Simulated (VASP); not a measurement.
Pd, 4 atoms in the cell. It takes space group P6_3/mmc (No. 194, hexagonal). The conventional cell has a = 2.810 Å, b = 2.810 Å, c = 9.262 Å, α = 90.00°, β = 90.00°, γ = 120.00°. Within 3.7 Å of Pd (site symmetry -3m) lie 12 Pd at 2.81 to 2.83 Å. Pd (site symmetry -6m2) has 12 Pd at 2.81 to 2.83 Å within 3.7 Å. This isn't the form of Pd at room conditions, which is fcc.

| Item | Value |
| --- | --- |
| Program | VASP 6.6.1 |
| Task | single point |
| Functional | RPBE |
| Potentials or basis | VASP PAW PBE potentials, release 64 (Pd) |
| Cutoff | 520 eV |
| k mesh | 17 × 17 × 5 |
| Occupations | fermi-dirac, width 0.1 eV |
| Spin | no spin polarisation |
| Dipole correction | no |
| Further INCAR settings | ALGO = Normal; EDIFF = 1e-06; NBANDS = 28 |

Potentials or basis: VASP PAW PBE potentials, release 64 (Pd).

Launch:

```sh
$ cat potpaw_PBE.64/Pd/POTCAR > POTCAR
$ mpirun -np 1 vasp_std > vasp.out
```

Hardware: 1 thread of Intel Xeon 8259CL, on a shared host.

**Question.** Estimate the wall time of this run.

**Answer.** It took 2.4 min on 1 thread of Intel Xeon 8259CL (shared host), peak memory 0.27 GiB. Counts: scf iterations 14, k points 99.
